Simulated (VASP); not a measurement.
Runs of VASP 6.6.1 on Au. The structure is that of space group Fm-3m (No. 225), or close to it. The cells are those of the table. 

```csv
level,potentials or basis,spin,cell,k mesh,cutoff (eV),smearing,dipole correction,grid for exact exchange (PRECFOCK),share of exact exchange,k mesh for the DOS,occupations for the DOS,gap on the mesh (eV),pressure (GPa),moment (μB)
r2SCAN50,"VASP PAW PBE potentials, release 64 (Au_sv_GW)",off,"a = 2.819 Å, angles 60.0°, 1 atom",6 × 6 × 6,440,fermi-dirac 0.05 eV,no,Normal,0.5,-,-,none,(a),-
PBE+D4,"VASP PAW PBE potentials, release 64 (Au_sv_GW)",collinear,"a = 2.873, b = 2.868, c = 2.883 Å, angles 61.4, 59.6, 59.5°, 1 atom",8 × 8 × 8,400,fermi-dirac 0.05 eV,no,-,-,12 × 12 × 12,tetrahedron,-,-,0.00
HF,"VASP PAW PBE potentials, release 64 (Au)",off,"a = 2.819 Å, angles 60.0°, 1 atom",6 × 6 × 6,520,fermi-dirac 0.05 eV,no,Normal,1,-,-,none,40.7,-
TPSS,"VASP PAW PBE potentials, release 64 (Au)",off,"a = 2.878 Å, angles 60.0°, 1 atom",11 × 11 × 11,440,methfessel-paxton 0.1 eV,-,-,-,-,-,none,6.5,-
LDA,"VASP PAW LDA potentials, release 64 (Au_sv_GW)","non-collinear, zero start, SOC","a = 2.934 Å, angles 60.0°, 1 atom",11 × 11 × 11,540,fermi-dirac 0.05 eV,no,-,-,-,-,-,-11.7,0.00
```

Alike in all rows: task single point.

Fill in the values left out.

(a) 13.9.

Caveats: some runs use coarse meshes; spin-orbit coupling is left out, which moves the levels of the heavy elements (at least some runs); the PAW data sets were made with another functional, which shifts forces and pressure a little (at least some runs); the cell stands under pressure (at least some runs); the cell stands under tension (at least some runs).

A k mesh can miss the band edges, and rows without SOC leave out spin-orbit coupling on Au.

A gap of «none» marks levels without a gap at the run's occupations.

The runs don't all hold the same shells in valence.
